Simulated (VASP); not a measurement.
Write the native input for VASP 6.6.1 that does the following.

```
Task                   : single point
Functional             : PBE
Potentials or basis    : VASP PAW PBE potentials, release 64 (Si, Cl)
Cutoff                 : 520 eV
k mesh                 : 12 × 12 × 12
Occupations            : gaussian, width 0.1 eV
Spin                   : no spin polarisation
Dipole correction      : no
Further INCAR settings : ALGO = Normal; EDIFF = 1e-06; NBANDS = 20
```

The structure of Si4Cl lies in POSCAR:

```
Si4Cl
1.0
   -2.3553086594      2.3553086594      5.1560458309
    2.3553086594     -2.3553086594      5.1560458309
    2.3553086594      2.3553086594     -5.1560458309
Si Cl
4 1
Direct
    0.3761922032      0.3761922032      0.0000000000
    0.6238077968      0.6238077968      0.0000000000
    0.5000000000      0.0000000000      0.5000000000
    0.0000000000      0.5000000000      0.5000000000
    0.0000000000      0.0000000000      0.0000000000
```

The cell was built from a structure type or drawn by symmetry, and may not be a known phase.

These files were run (other wordings do the same):

INCAR

```
SYSTEM = Si4Cl
  PREC = Accurate
  ENCUT = 520
  EDIFF = 1E-6
  ISMEAR = 0
  SIGMA = 0.1
  LREAL = .False.
  LASPH = .True.
  NELM = 60
  ALGO = Normal
  ISIF = 2
  LWAVE = .False.
  LCHARG = .True.
  GGA = PE
  LELF = .True.
  LVHAR = .True.
  NBANDS = 20
```

KPOINTS

```
regular mesh
0
Gamma
  12 12 12
  0 0 0
```

Potentials or basis: VASP PAW PBE potentials, release 64 (Si, Cl).

Command:

```bash
$ cat potpaw_PBE.64/Si/POTCAR potpaw_PBE.64/Cl/POTCAR > POTCAR
$ mpirun -np 1 vasp_std > vasp.out
```

It gave:

```json
{"Pressure": "0.0 GPa", "Largest force": "0.012 eV/Å", "Band gap on the k mesh": "zero (an odd number of electrons rules out a gap without spin polarisation)"}
```

Caveat: an odd number of electrons without spin polarisation forces a metal; a magnetic or distorted state may lie lower.

Run time: 12 min on 1 thread of Intel Xeon 8259CL, on a shared host, peak memory 0.52 GiB.
